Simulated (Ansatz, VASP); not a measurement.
Two plane-wave programs on BaTe

```
CELL_PARAMETERS angstrom
0.00000 3.53238 3.53238
3.53238 0.00000 3.53238
3.53238 3.53238 0.00000
ATOMIC_POSITIONS crystal
Ba 0.00000 0.00000 0.00000
Te 0.50000 0.50000 0.50000
```

Alike in both runs: task single point; functional HSE06; k mesh 4 × 4 × 4; no spin polarisation.

```csv
,VASP,Ansatz
version,VASP 6.6.1,Ansatz 0.2.0
potentials or method,"VASP PAW PBE potentials, release 64 (Ba_sv, Te)","plane waves, PAW"
plane-wave cutoff (eV),520,420
occupations,"gaussian, width 0.01 eV",fixed
valence electrons in the cell,16,26
```

|  | VASP | Ansatz | Ansatz less VASP |
| --- | --- | --- | --- |
| gap on the k mesh at the Fermi level (eV) | 2.30 | 2.35 | +0.049 |
| pressure (GPa) | 0.0 | -0.2 | -0.20 |

VASP's potentials hold 16 valence electrons a cell and Ansatz's 26, so a difference there can come from the potentials and not from the codes. Ansatz's warnings: stress exchange threshold loose, stress scf threshold loose.

Neither program's run includes spin-orbit coupling.
